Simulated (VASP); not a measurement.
NaI, 2 atoms in the cell. Symmetry: I4/mmm, No. 139, tetragonal system. Conventional cell: a = 4.668 Å, b = 4.668 Å, c = 6.473 Å, α = 90.00°, β = 90.00°, γ = 90.00°. Within 4.3 Å of Na (site symmetry 4/mmm) lie 6 I at 3.24 to 3.30 Å. Within 4.3 Å of I (site symmetry 4/mmm) lie 6 Na at 3.24 to 3.30 Å.  This cell differs from its parent crystal: equal xx and yy strain of +2 %.

* Program: VASP 6.6.1
* Task: electric field gradients
* Functional: LDA
* Potentials or basis: VASP PAW LDA potentials, release 64 (Na_pv, I)
* Cutoff: 520 eV
* k mesh: 8 × 8 × 8
* Occupations: fermi-dirac, width 0.02 eV
* Spin: no spin polarisation
* Dipole correction: no
* Further INCAR settings: ALGO = Normal; EDIFF = 1e-08; NBANDS = 14

Potentials or basis: VASP PAW LDA potentials, release 64 (Na_pv, I).

Launch:

```sh
$ cat potpaw_LDA.64/Na_pv/POTCAR potpaw_LDA.64/I/POTCAR > POTCAR
$ mpirun -np 1 vasp_std > vasp.out
```

Hardware: 1 thread of Intel(R) Xeon(R) Platinum 8488C (Sapphire Rapids) (shared host).

Question: How long does it take, and how much memory?

Answer: Wall time 25 s on 1 thread of Intel(R) Xeon(R) Platinum 8488C (Sapphire Rapids), with other jobs on the host, peak memory 0.2 GiB. Counts: scf iterations 12, k points 59.
